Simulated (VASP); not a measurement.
# CuI (R-3m) in VASP: further runs, part 2 of 2

VASP 6.6.1.

**3. Single point, PBE**

INCAR reads:

```
PREC = Accurate
ENCUT = 520
EDIFF = 1E-6
ISMEAR = 0
SIGMA = 0.1
LREAL = F
LASPH = T
NELM = 100
ALGO = Normal
ISIF = 2
LWAVE = F
LCHARG = T
GGA = PE
LELF = T
LVHAR = T
NBANDS = 26
```

KPOINTS reads:

```
Automatic mesh
0
Gamma
  12 12 12
```

POSCAR reads:

```
CuI
1.0
    2.2277775386      1.2862079616      6.8468005112
   -2.2277775386      1.2862079616      6.8468005112
    0.0000000000     -2.5724159232      6.8468005112
Cu I
2 2
Direct
    0.1232829323      0.1232829323      0.1232829323
    0.8767170677      0.8767170677      0.8767170677
    0.0000000000      0.0000000000      0.0000000000
    0.5000000000      0.5000000000      0.5000000000
```

Potentials or basis: VASP PAW PBE potentials, release 64 (Cu, I).

The run is started by

```
> cat potpaw_PBE.64/Cu/POTCAR potpaw_PBE.64/I/POTCAR > POTCAR
> mpirun -np 1 vasp_std > vasp.out
```

OUTCAR:

```text
PREC = Accurate
   ENCUT = 520
   EDIFF = 1E-6
   ISMEAR = 0
   LREAL = F
   LASPH = T
   NELM = 100
   ISIF = 2
   GGA = PE

 ion  position               nearest neighbor table
   1  0.123  0.123  0.123-   3 2.53   4 2.72   4 2.72   4 2.72
   2  0.877  0.877  0.877-   3 2.53   4 2.72   4 2.72   4 2.72
   3  0.000  0.000  0.000-   1 2.53   2 2.53
   4  0.500  0.500  0.500-   1 2.72   2 2.72   1 2.72   1 2.72   2 2.72   2 2.72

  LATTYP: Found a trigonal (rhomboedric) cell.
 ALAT       =     7.3140960427
 COS(alpha) =     0.8144536909

  Lattice vectors:

 A1 = (   2.2277775386,   1.2862079616,   6.8468005112)
 A2 = (  -2.2277775386,   1.2862079616,   6.8468005112)
 A3 = (   0.0000000000,  -2.5724159232,   6.8468005112)

Analysis of symmetry for initial positions (statically):
=====================================================================
 Subroutine PRICEL returns:
 Original cell was already a primitive cell.
[... 170 lines left out ...]
  free energy    TOTEN  =       -10.13692807 eV

  energy without entropy =      -10.13632691  energy(sigma->0) =      -10.13662749

 E-fermi :   3.5413     XC(G=0):  -8.6708

 val. band max:        3.4811868003   @ k =   0.0000   0.0000   0.0000
 cond. band min:       3.5900197855   @ k =   0.1667   0.1667   0.1667
 fundamental gap:      0.1088329852
 Fermi energy:         3.5412695283

 k-point     1 :       0.0000    0.0000    0.0000
  band No.  band energies     occupation
      1     -10.8024      2.00000
      2      -8.4330      2.00000
      3      -1.5840      2.00000
      4      -1.1741      2.00000
      5      -1.1741      2.00000
      6      -0.1164      2.00000
[... 685 lines left out ...]
     25      10.8591      0.00000
     26      11.0349      0.00000

 [... further k-points ...]

------------------------ aborting loop because EDIFF is reached ----------------------------------------

  FORCE on cell =-STRESS in cart. coord.  units (eV):
  Direction    XX          YY          ZZ          XY          YZ          ZX
  --------------------------------------------------------------------------------------
  -------------------------------------------------------------------------------------
  Total        0.1271680      0.1271680      0.1163396      0.0000000     -0.0000000     -0.0000000
  in kB        1.7308788      1.7308788      1.5834931      0.0000000     -0.0000000     -0.0000000
  external PRESSURE =       1.6817502 kB  Pullay stress =       0.0000000 kB

 VOLUME and BASIS-vectors are now :
 -----------------------------------------------------------------------------
  energy-cutoff  :      520.00
  volume of cell :      117.71
      direct lattice vectors                 reciprocal lattice vectors
     2.227777539  1.286207962  6.846800511     0.224438927  0.129579875  0.048684540
    -2.227777539  1.286207962  6.846800511    -0.224438927  0.129579875  0.048684540
     0.000000000 -2.572415923  6.846800511     0.000000000 -0.259159750  0.048684540

 POSITION                                       TOTAL-FORCE (eV/Angst)
 -----------------------------------------------------------------------------------
      0.00000      0.00000      2.53228         0.000000     -0.000000     -0.006416
      0.00000      0.00000     18.00812         0.000000      0.000000      0.006416
      0.00000      0.00000      0.00000         0.000000      0.000000      0.000000
      0.00000      0.00000     10.27020         0.000000      0.000000      0.000000
 -----------------------------------------------------------------------------------
    total drift:                               -0.000000      0.000000     -0.000000

  FREE ENERGIE OF THE ION-ELECTRON SYSTEM (eV)
  ---------------------------------------------------
  free  energy   TOTEN  =       -10.1369280698 eV

  energy  without entropy=      -10.1363269063  energy(sigma->0) =      -10.13662749
```

stdout:

```text
POSCAR found type information on POSCAR CuI
 POSCAR found :  2 types and       4 ions
 scaLAPACK will be used
 LDA part: xc-table for (Slater+PW92), standard interpolation
 POSCAR, INCAR and KPOINTS ok, starting setup
 FFT: planning ... GRIDC
 FFT: planning ... GRID_SOFT
 FFT: planning ... GRID
 WAVECAR not read
 entering main loop
```

It took 13 min on 1 thread of AMD EPYC 9R45 (Zen 5), shared host; peak memory 0.7 GiB.

What came out:

| Quantity | Value |
| --- | --- |
| Free energy | -10.1369 eV |
| Pressure | 0.2 GPa |
| Largest force | 0.006 eV/Å |
| Band gap on the k mesh | zero (bands 18 and 19 overlap by 0.03 eV) |

Forces in eV/Å, atoms in the order of the input:
```
Cu   0.000  0.000 -0.006
Cu   0.000  0.000  0.006
I    0.000  0.000  0.000
I    0.000  0.000  0.000
```

Caveat: semilocal functionals underestimate gaps, and a narrow one can read as zero; spin-orbit coupling is left out, which moves the levels of the heavy elements.

**4. Single point, PBE**

This run uses another cell than the first one, of 25.52 Å³/atom.

INCAR: that of step 3 with these lines changed.

```diff
@@ -11,6 +11,4 @@
 LWAVE = F
-LCHARG = T
+LCHARG = F
 GGA = PE
-LELF = T
-LVHAR = T
 NBANDS = 26
```

KPOINTS reads:

```
regular mesh
0
Gamma
  12 12 12
```

POSCAR reads:

```
CuI
1.0
    2.0775000000      1.1994451842      6.8266666667
   -2.0775000000      1.1994451842      6.8266666667
    0.0000000000     -2.3988903685      6.8266666667
Cu I
2 2
Direct
    0.1196331943      0.1196331943      0.1196331943
    0.8803668057      0.8803668057      0.8803668057
    0.0000000000      0.0000000000      0.0000000000
    0.5000000000      0.5000000000      0.5000000000
```

The run is started by

```
> cat potpaw_PBE.64/Cu/POTCAR potpaw_PBE.64/I/POTCAR > POTCAR
> mpirun -np 1 vasp_std > vasp.out
```

Wall time 14 min (1 thread of AMD EPYC 9R45 (Zen 5), shared host); peak memory 0.67 GiB.

It converged, with:

| Item | Value |
| --- | --- |
| Free energy | -9.8412 eV |
| Pressure | 6.9 GPa |
| Largest force | 0.013 eV/Å |
| Band gap on the k mesh | zero (filled and empty bands touch) |

Forces in eV/Å, atoms in the order of the input:
```
Cu   0.000  0.000 -0.013
Cu   0.000  0.000  0.013
I    0.000  0.000  0.000
I    0.000  0.000  0.000
```

Stress tensor (GPa, compression positive):
```
7.08 0.00 0.00
0.00 7.08 0.00
0.00 0.00 6.51
```

Levels at points of the mesh, in eV from the Fermi level:
| k point | band 14 | band 15 | band 16 | band 17 | band 18 | band 19 | band 20 | band 21 | band 22 | band 23 |
| --- | --- | --- | --- | --- | --- | --- | --- | --- | --- | --- |
| (0.00, 0.00, 0.00) | -1.13 | -1.13 | -0.42 | -0.10 | -0.07 | -0.07 | 3.13 | 3.13 | 3.79 | 5.74 |
| (0.50, 0.00, 0.00) | -2.59 | -2.00 | -1.92 | -1.90 | -0.91 | 1.31 | 4.34 | 4.77 | 5.12 | 5.86 |
| (0.50, 0.50, 0.00) | -2.51 | -2.37 | -1.80 | -1.06 | -0.47 | 0.28 | 2.06 | 4.75 | 4.81 | 6.30 |
| (0.50, 0.50, 0.50) | -1.96 | -0.86 | -0.86 | -0.66 | -0.66 | 0.54 | 3.74 | 3.74 | 4.47 | 5.42 |

Caveat: the cell stands under pressure; semilocal functionals underestimate gaps, and a narrow one can read as zero; spin-orbit coupling is left out, which moves the levels of the heavy elements.

The gap in the log of VASP goes by the Fermi energy; the results here count the filled bands.